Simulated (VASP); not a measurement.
# Bi2Te3 in VASP: relaxation of the atoms with PBE

Aim: the relaxation of the atoms of Bi2Te3 with PBE.

Everything below comes from runs of VASP 6.6.1. Logs are shortened: lines on timing, memory, paths and dates and some standing lists are left out, and cuts for length are marked.

**1. The cell of the first run**

The cell holds a slab with vacuum, 10 atoms: a = 4.469 Å, b = 4.469 Å, c = 32.700 Å, α = 90.00°, β = 90.00°, γ = 120.00°.

**2. Relaxation of the atoms, PBE**

Contents of INCAR:

```
PREC = Accurate
ENCUT = 520
EDIFF = 1E-6
ISMEAR = 0
SIGMA = 0.1
LREAL = F
LASPH = T
NELM = 80
ALGO = Normal
ISIF = 2
LWAVE = F
LCHARG = F
LDIPOL = T
IDIPOL = 3
DIPOL = 0.5 0.5 0.501
GGA = PE
IBRION = 2
NSW = 80
EDIFFG = -0.02
KPAR = 4
```

Contents of KPOINTS:

```
Automatic mesh
0
Gamma
  9 9 1
```

Contents of POSCAR:

```
Bi2Te3
1.0
    4.4688122866      0.0000000000      0.0000000000
   -2.2344061433      3.8701049649      0.0000000000
    0.0000000000      0.0000000000     32.7002686743
Te Bi
6 4
Direct
    0.3333333333      0.6666666667      0.2293559137
    0.6666666667      0.3333333333      0.2909158649
    0.6666666667      0.3333333333      0.4692194088
    0.0000000000      0.0000000000      0.5307805912
    0.3333333333      0.6666666667      0.5923405425
    0.3333333333      0.6666666667      0.7706440863
    0.0000000000      0.0000000000      0.3457039724
    0.3333333333      0.6666666667      0.4144316252
    0.6666666667      0.3333333333      0.6471286499
    0.0000000000      0.0000000000      0.7158563027
```

Potentials or basis: VASP PAW PBE potentials, release 64 (Te, Bi_d).

Command:

```sh
$ cat potpaw_PBE.64/Te/POTCAR potpaw_PBE.64/Bi_d/POTCAR > POTCAR
$ mpirun -np 4 vasp_std > vasp.out
```

OUTCAR:

```text
PREC = Accurate
   ENCUT = 520
   EDIFF = 1E-6
   ISMEAR = 0
   LREAL = F
   LASPH = T
   NELM = 80
   ISIF = 2
   GGA = PE
   IBRION = 2
   NSW = 80
   EDIFFG = -0.02

 ion  position               nearest neighbor table
   1  0.333  0.667  0.229-   2 3.27   2 3.27   2 3.27
   2  0.667  0.333  0.291-   7 3.14   7 3.14   7 3.14   1 3.27   1 3.27   1 3.27
   3  0.667  0.333  0.469-   8 3.14   8 3.14   8 3.14   4 3.27   4 3.27   4 3.27
   4  0.000  0.000  0.531-   5 3.27   5 3.27   5 3.27   3 3.27   3 3.27   3 3.27
   5  0.333  0.667  0.592-   9 3.14   9 3.14   9 3.14   4 3.27   4 3.27   4 3.27
   6  0.333  0.667  0.771-  10 3.14  10 3.14  10 3.14
   7  0.000  0.000  0.346-   2 3.14   2 3.14   2 3.14   8 3.42   8 3.42   8 3.42
   8  0.333  0.667  0.414-   3 3.14   3 3.14   3 3.14   7 3.42   7 3.42   7 3.42
   9  0.667  0.333  0.647-   5 3.14   5 3.14   5 3.14  10 3.42  10 3.42  10 3.42
  10  0.000  0.000  0.716-   6 3.14   6 3.14   6 3.14   9 3.42   9 3.42   9 3.42

  LATTYP: Found a hexagonal cell.
 ALAT       =     4.4688122866
 C/A-ratio  =     7.3174406480

  Lattice vectors:

 A1 = (   4.4688122866,   0.0000000000,   0.0000000000)
 A2 = (  -2.2344061433,   3.8701049649,   0.0000000000)
 A3 = (   0.0000000000,   0.0000000000,  32.7002686743)

Analysis of symmetry for initial positions (statically):
=====================================================================
 Subroutine PRICEL returns:
 Original cell was already a primitive cell.

 Routine SETGRP: Setting up the symmetry group for a
 hexagonal supercell.

 Subroutine GETGRP returns: Found  6 space group operations
 (whereof  6 operations were pure point group operations)
 out of a pool of 24 trial point group operations.

The static configuration has the point symmetry C_3v.

Analysis of symmetry for dynamics (positions and initial velocities):
=====================================================================
 Subroutine PRICEL returns:
 Original cell was already a primitive cell.

 Routine SETGRP: Setting up the symmetry group for a
 hexagonal supercell.

 Subroutine GETGRP returns: Found  6 space group operations
 (whereof  6 operations were pure point group operations)
 out of a pool of 24 trial point group operations.

The dynamic configuration has the point symmetry C_3v.

 Subroutine INISYM returns: Found  6 space group operations
 (whereof  6 operations are pure point group operations),
 and found     1 'primitive' translations

----------------------------------------------------------------------------------------

                                     Primitive cell

  volume of cell :     565.5437

  direct lattice vectors                    reciprocal lattice vectors
     4.468812287  0.000000000  0.000000000     0.223773105  0.129195462  0.000000000
    -2.234406143  3.870104965  0.000000000     0.000000000  0.258390925  0.000000000
     0.000000000  0.000000000 32.700268674     0.000000000  0.000000000  0.030580788

  length of vectors
     4.468812287  4.468812287 32.700268674     0.258390925  0.258390925  0.030580788

  position of ions in fractional coordinates (direct lattice)
     0.333333333  0.666666667  0.229355914
     0.666666667  0.333333333  0.290915865
     0.666666667  0.333333333  0.469219409
     0.000000000  0.000000000  0.530780591
     0.333333333  0.666666667  0.592340542
     0.333333333  0.666666667  0.770644086
     0.000000000  0.000000000  0.345703972
     0.333333333  0.666666667  0.414431625
     0.666666667  0.333333333  0.647128650
     0.000000000  0.000000000  0.715856303

  ion indices of the primitive-cell ions
   primitive index   ion index
                 1           1
                 2           2
                 3           3
                 4           4
                 5           5
                 6           6
                 7           7
                 8           8
                 9           9
                10          10

----------------------------------------------------------------------------------------

 KPOINTS: Automatic mesh

Automatic generation of k-mesh.
[... 27 lines left out ...]
  0.444444  0.000000  0.000000      6.000000
  0.111111  0.111111  0.000000      6.000000
  0.222222  0.111111  0.000000     12.000000
  0.333333  0.111111  0.000000     12.000000
  0.444444  0.111111  0.000000      6.000000
  0.222222  0.222222  0.000000      6.000000
  0.333333  0.222222  0.000000     12.000000
  0.333333  0.333333  0.000000      2.000000
   k-points           NKPTS =     12   k-points in BZ     NKDIM =     12   number of bands    NBANDS=     57
   number of dos      NEDOS =    301   number of ions     NIONS =     10
   total plane-waves  NPLWV = 324000
   dimension x,y,z NGX =    36 NGY =   36 NGZ =  250
   dimension x,y,z NGXF=    72 NGYF=   72 NGZF=  500
   ions per type =               6   4
   NGX,Y,Z   is equivalent  to a cutoff of  13.39, 13.39, 12.71 a.u.
   NGXF,Y,Z  is equivalent  to a cutoff of  26.78, 26.78, 25.42 a.u.
 SYSTEM =  unknown system
   PREC   = accura    normal or accurate (medium, high low for compatibility)
   ISTART =      0    job   : 0-new  1-cont  2-samecut
   ICHARG =      2    charge: 1-file 2-atom 10-const
   ISPIN  =      1    spin polarized calculation?
   LNONCOLLINEAR =      F non collinear calculations
   LSORBIT =      F    spin-orbit coupling
   LASPH  =      T    aspherical Exc in radial PAW
   ENCUT  =  520.0 eV  38.22 Ry    6.18 a.u.   8.31  8.31 60.80*2*pi/ulx,y,z
   NELM   =     80;   NELMIN=  2; NELMDL= -5     # of ELM steps
   EDIFF  = 0.1E-05   stopping-criterion for ELM
   LREAL  =      F    real-space projection
   EDIFFG = -.2E-01   stopping-criterion for IOM
   NSW    =     80    number of steps for IOM
   IBRION =      2    ionic relax: 0-MD 1-quasi-New 2-CG
   NFREE  =      1    steps in history (QN), initial steepest desc. (CG)
   ISIF   =      2    stress and relaxation
   ISYM   =      2    0-nonsym 1-usesym 2-fastsym
   POTIM  = 0.5000    time-step for ionic-motion
   TEBEG  =    0.0;   TEEND  =   0.0 temperature during run
   PSTRESS=    0.0 pullay stress
   NELECT =      96.0000    total number of electrons
   NUPDOWN=      -1.0000    fix difference up-down
   EMIN   =  10.00;   EMAX   =-10.00  energy-range for DOS
   EFERMI =   0.00;   METHOD = LEGACY
   ISMEAR =     0;   SIGMA  =   0.10  broadening in eV -4-tet -1-fermi 0-gaus
   EFERMI_NEDOS =   21; number of points for ismear=-14 and -15
   IALGO  =     38    algorithm
   IMIX   =      4    mixing-type and parameters
     AMIX     =   0.40;   BMIX     =  1.00
     AMIX_MAG =   1.60;   BMIX_MAG =  1.00
  volume/ion in A,a.u.               =      56.55       381.65
  Fermi-wavevector in a.u.,A,eV,Ry     =   0.906449  1.712939 11.179214  0.821649
  Thomas-Fermi vector in A             =   2.030138
   LORBIT       =      0    0 simple, 1 ext, 2 COOP (PROOUT), +10 PAW based schemes
   GGA     = PE    functional components
   LHFCALC =     F    Hartree Fock is set to
   AEXX    =    0.0000 exact exchange contribution
   IVDW    =     0    specifies the selected vdW correction
   LEPSILON=     F    determine dielectric tensor
   LRPA    =     F    only Hartree local field effects (RPA)
 conjugate gradient relaxation of ions
 non-spin polarized calculation
 Gauss-broadening in eV      SIGMA  =   0.10
  energy-cutoff  :      520.00
  volume of cell :      565.54
 maximum number of plane-waves:     15291
 NGX is ok and might be reduce to    36
   NGX = 17   NGY = 17   NGZ =121

--------------------------------------- Ionic step        1  -------------------------------------------

 number of electron      96.0000014 magnetization

 Free energy of the ion-electron system (eV)
  ---------------------------------------------------
  ext. energy  EPLUGINS =         0.00000000
  ---------------------------------------------------
  free energy    TOTEN  =       -33.66426317 eV

  energy without entropy =      -33.65866959  energy(sigma->0) =      -33.66146638

------------------------ aborting loop because EDIFF is reached ----------------------------------------

  FORCE on cell =-STRESS in cart. coord.  units (eV):
  Direction    XX          YY          ZZ          XY          YZ          ZX
  --------------------------------------------------------------------------------------
  -------------------------------------------------------------------------------------
  Total       -2.2957175     -2.2957175     -3.2529926     -0.0000000      0.0000000      0.0000000
  in kB       -6.5037351     -6.5037351     -9.2156819     -0.0000000      0.0000000      0.0000000
  external PRESSURE =      -7.4077174 kB  Pullay stress =       0.0000000 kB
[... 113 lines left out ...]
  FREE ENERGIE OF THE ION-ELECTRON SYSTEM (eV)
  ---------------------------------------------------
  free  energy   TOTEN  =       -33.8246576690 eV

  energy  without entropy=      -33.8174711117  energy(sigma->0) =      -33.82106439

 dipolmoment           0.000000      0.000000      0.021132 electrons x Angstroem

[... ionic steps 4 to 8 ...]

--------------------------------------- Ionic step        9  -------------------------------------------

 number of electron      96.0000013 magnetization

------------------------ aborting loop because EDIFF is reached ----------------------------------------
[... 83 lines left out ...]
--------------------------------------- Ionic step       11  -------------------------------------------

 number of electron      96.0000013 magnetization

 dipolmoment           0.000000      0.000000     -0.044701 electrons x Angstroem

 Free energy of the ion-electron system (eV)
  ---------------------------------------------------
  ext. energy  EPLUGINS =         0.00000000
  ---------------------------------------------------
  free energy    TOTEN  =       -33.86552710 eV

  energy without entropy =      -33.86006892  energy(sigma->0) =      -33.86279801

 E-fermi :   1.7210     XC(G=0):  -6.0479

 val. band max:        1.6249392617   @ k =   0.1111   0.1111   0.0000
 cond. band min:       1.8429290368   @ k =   0.1111   0.0000   0.0000
 fundamental gap:      0.2179897751
 Fermi energy:         1.7210324812

 k-point     1 :       0.0000    0.0000    0.0000
  band No.  band energies     occupation
      1     -21.5357      2.00000
      2     -21.5357      2.00000
      3     -21.5155      2.00000
      4     -21.5155      2.00000
      5     -21.5102      2.00000
      6     -21.2489      2.00000
[... 709 lines left out ...]
     56       5.2251      0.00000
     57       5.2338      0.00000

------------------------ aborting loop because EDIFF is reached ----------------------------------------

 vacuum level on the upper side and lower side of the slab       (xc-potential included)        -0.246         0.222

  FORCE on cell =-STRESS in cart. coord.  units (eV):
  Direction    XX          YY          ZZ          XY          YZ          ZX
  --------------------------------------------------------------------------------------
  -------------------------------------------------------------------------------------
  Total       -1.1853228     -1.1853228     -0.3419346     -0.0000000      0.0000000      0.0000000
  in kB       -3.3580027     -3.3580027     -0.9686958     -0.0000000      0.0000000      0.0000000
  external PRESSURE =      -2.5615671 kB  Pullay stress =       0.0000000 kB
[... 25 lines left out ...]
  FREE ENERGIE OF THE ION-ELECTRON SYSTEM (eV)
  ---------------------------------------------------
  free  energy   TOTEN  =       -33.8655270995 eV

  energy  without entropy=      -33.8600689166  energy(sigma->0) =      -33.86279801

 reached required accuracy - stopping structural energy minimisation

 vacuum level on the upper side and lower side of the slab         6.392         6.873
```

Wall time 29 min (4 MPI ranks of Intel Xeon Platinum 8488C (Sapphire Rapids), shared host); peak memory 0.93 GiB.

What came out:

```yaml
Free_energy: -33.8655 eV
Energy_gained_by_relaxing: 20.1 meV/atom
Ionic_steps: 11
Largest_force_after_relaxing: 0.009 eV/Å
Band_gap_on_the_k_mesh: zero (bands 48 and 49 overlap by 0.08 eV)
```

Forces in eV/Å, atoms in the order of the input:
```
Te   0.000  0.000  0.009
Te   0.000  0.000  0.007
Te   0.000  0.000  0.003
Te   0.000  0.000  0.000
Te   0.000  0.000 -0.003
Te   0.000  0.000 -0.006
Bi   0.000  0.000  0.001
Bi   0.000  0.000  0.000
Bi   0.000  0.000 -0.007
Bi   0.000  0.000 -0.004
```

The path:
```
step  energy change (eV)  largest force (eV/Å)  pressure (GPa)
   1              0.0000                0.7388           -0.74
   2             -0.0908                0.5799           -0.66
   3             -0.1604                0.2481           -0.46
   4             -0.1606                0.2302           -0.45
   5             -0.1757                0.1657           -0.43
   6             -0.1929                0.1169           -0.35
   7             -0.1971                0.0818           -0.33
   8             -0.1998                0.0842           -0.27
   9             -0.2011                0.0249           -0.25
  10             -0.2011                0.0235           -0.25
  11             -0.2013                0.0088           -0.26
```

Final structure:
```
Te Bi
1.0
     4.46881    0.00000    0.00000
    -2.23441    3.87010    0.00000
     0.00000    0.00000   32.70027
Te Bi
6 4
Direct
  0.33333 0.66667 0.23553
  0.66667 0.33333 0.28917
  0.66667 0.33333 0.46599
  0.00000 0.00000 0.53577
  0.33333 0.66667 0.59160
  0.33333 0.66667 0.76828
  0.00000 0.00000 0.34483
  0.33333 0.66667 0.41138
  0.66667 0.33333 0.64777
  0.00000 0.00000 0.71605
```

Caveat: spin-orbit coupling is left out, which moves the levels of the heavy elements.

The gap in the log of VASP goes by the Fermi energy; the results here count the filled bands.